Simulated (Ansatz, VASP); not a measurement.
# Ti: VASP beside Ansatz

```
Ti
1.0
     0.00000    2.95957    2.95957
     2.95957    0.00000    2.95957
     2.95957    2.95957    0.00000
Ti
2
Cartesian
  0.7399 0.7399 0.7399
  5.1792 5.1792 5.1792
```

Alike in both runs: task single point; functional PBE; k mesh 16 × 16 × 16; occupations fermi-dirac, width 0.1 eV; no spin polarisation.

```csv
,VASP,Ansatz
version,VASP 6.6.1,Ansatz 0.2.0
potentials or method,"VASP PAW PBE potentials, release 64 (Ti_sv), cutoff 520 eV","plane waves (420 eV) with PAW, scalar-relativistic"
valence electrons in the cell,24,24
```

```csv
,VASP,Ansatz,Ansatz less VASP
pressure (GPa),-2.7,-2.8,-0.01
```
